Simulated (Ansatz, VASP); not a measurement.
**Two plane-wave programs on AlNi**

```
Al Ni
1.0
     2.36397   -1.36536   -0.05440
     2.36397    1.36536   -0.05440
    -1.48554    0.00000    3.93904
Al Ni
1 1
Direct
  0.00000 0.00000 0.00000
  0.50000 0.50000 0.50000
```

Alike in both runs: functional PBE; k mesh 18 × 18 × 12; occupations gaussian, width 0.1 eV; no spin polarisation.

Ansatz relaxed the structure, and its values are those at the end. VASP's run is a single point on that final structure, the one shown.

```csv
,VASP,Ansatz
version,VASP 6.6.1,Ansatz 0.2.0
potentials or method,"VASP PAW PBE potentials, release 64 (Al, Ni), cutoff 520 eV","scalar-relativistic, plane waves, PAW"
valence electrons in the cell,13,21
```

VASP gave:

* gap on the k mesh at the Fermi level (eV): none
* pressure (GPa): 0.1

Which values does Ansatz return?

gap on the k mesh at the Fermi level (eV): none; pressure (GPa): 0.0.

A gap of «none» marks a metal or a gap that the smearing closes. The functional is the same, so the differences come from potentials, cutoffs and numerics. VASP's potentials hold 13 valence electrons a cell and Ansatz's 21, so a difference there can come from the potentials and not from the codes.
